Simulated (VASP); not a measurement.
Crystal: NbTe (CsCl type).

```
CELL_PARAMETERS angstrom
3.24036 0.00000 0.00000
0.00000 3.24036 0.00000
0.00000 0.00000 3.24036
ATOMIC_POSITIONS crystal
Nb 0.00000 0.00000 0.00000
Te 0.50000 0.50000 0.50000
```

| Property | Result |
| --- | --- |
| Program | VASP 6.6.1 |
| Task | relaxation of cell and atoms |
| Functional | PBEsol |
| Potentials or basis | VASP PAW PBE potentials, release 64 (Nb_sv, Te) |
| Cutoff | 600 eV |
| k mesh | 12 × 12 × 12 |
| Occupations | fermi-dirac, width 0.1 eV |
| Spin | no spin polarisation |

At the start: pressure 26.0 GPa; volume 17.01 Å³/atom.

Where does the relaxation end?

Over 20 steps the energy falls by 170.0 meV/atom and the volume is 19.39 Å³/atom (+14.0 %); space group Pm-3m (No. 221, to 0.05 Å).

Step by step:
| step | energy change (eV) | largest force (eV/Å) | pressure (GPa) | volume (Å³) |
| --- | --- | --- | --- | --- |
| 1 | 0.0000 | 0.0000 | 25.95 | 34.02 |
| 2 | 0.5131 | 0.0000 | -20.18 | 49.48 |
| 3 | -0.3382 | 0.0000 | -1.42 | 39.15 |
| 4 | -0.3399 | 0.0000 | -0.26 | 38.83 |
| 5 | -0.3399 | 0.0000 | 0.12 | 38.73 |
| 6 | -0.3399 | 0.0000 | 0.13 | 38.73 |
| 7 | -0.3399 | 0.0000 | 0.14 | 38.73 |
| 8 | -0.3399 | 0.0000 | 0.13 | 38.73 |
| 9 | -0.3399 | 0.0000 | 0.12 | 38.73 |
| 10 | -0.3399 | 0.0000 | 0.12 | 38.73 |
| 11 | -0.3399 | 0.0000 | 0.12 | 38.73 |
| 12 | -0.3399 | 0.0000 | 0.12 | 38.73 |
| 13 | -0.3399 | 0.0000 | 0.12 | 38.73 |
| 14 | -0.3399 | 0.0000 | 0.12 | 38.73 |
| 15 | -0.3399 | 0.0000 | 0.12 | 38.74 |
| 16 | -0.3399 | 0.0000 | 0.13 | 38.74 |
| 17 | -0.3399 | 0.0000 | 0.14 | 38.74 |
| 18 | -0.3399 | 0.0000 | 0.11 | 38.74 |
| 19 | -0.3400 | 0.0000 | 0.06 | 38.75 |
| 20 | -0.3400 | 0.0000 | 0.01 | 38.77 |

Final structure:
```
CELL_PARAMETERS angstrom
3.38460 0.00000 0.00000
0.00000 3.38460 0.00000
0.00000 0.00000 3.38460
ATOMIC_POSITIONS crystal
Nb 0.00000 0.00000 0.00000
Te 0.50000 0.50000 0.50000
```

Caveat: the PAW data sets were made with another functional, which shifts forces and pressure a little.
